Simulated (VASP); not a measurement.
**CsCdCl3: single point with LDA**

Crystal: CsCdCl3.

```
CELL_PARAMETERS angstrom
5.11217 0.00000 0.00000
0.00000 5.11217 0.00000
0.00000 0.00000 5.31666
ATOMIC_POSITIONS crystal
Cs 0.00000 0.00000 0.00000
Cd 0.50000 0.50000 0.50000
Cl 0.00000 0.50000 0.50000
Cl 0.50000 0.00000 0.50000
Cl 0.50000 0.50000 0.00000
```

This cell differs from its parent crystal: strain along c alone, the other axes held: +4.0 %.

```
Program             : VASP 6.6.1
Task                : single point
Functional          : LDA
Potentials or basis : VASP PAW LDA potentials, release 64 (Cs_sv, Cd, Cl)
Cutoff              : 520 eV
k mesh              : 6 × 6 × 6
Occupations         : gaussian, width 0.02 eV
Spin                : no spin polarisation
```

| Property | Result |
| --- | --- |
| Pressure | -1.2 GPa |
| Band gap on the k mesh | 1.48 eV (least direct gap 2.17 eV) |

Stress tensor (GPa, compression positive):
```
-0.60  0.00  0.00
 0.00 -0.60  0.00
 0.00  0.00 -2.30
```

Levels at points of the mesh, in eV from the valence-band top:
```tsv
k point	band 18	band 19	band 20	band 21	band 22	band 23	band 24	band 25
(0.00, 0.00, 0.00)	-1.02	-0.69	-0.69	-0.69	1.48	5.48	5.69	5.83
(0.50, 0.00, 0.00)	-1.09	-1.08	-0.98	-0.97	4.40	6.88	7.22	7.61
(0.50, 0.50, 0.00)	-1.05	-1.05	-0.38	-0.01	6.26	7.03	7.03	7.62
(0.00, 0.00, 0.50)	-0.99	-0.99	-0.94	-0.94	3.97	6.76	6.91	7.68
(0.50, 0.00, 0.50)	-1.26	-1.19	-0.43	-0.14	5.98	6.77	7.16	7.51
(0.50, 0.50, 0.50)	-0.40	-0.37	-0.17	0.00	5.41	5.63	5.63	7.17
```

Wall time 2.5 min on 1 thread of Oxide Virtual Turin-like Processor, with other jobs on the host, peak memory 0.26 GiB.

Caveat: the cell differs from its parent crystal (strain along c alone, the other axes held: +4.0 %); spin-orbit coupling is left out, which moves the levels of the heavy elements. A k mesh can miss the band edges.
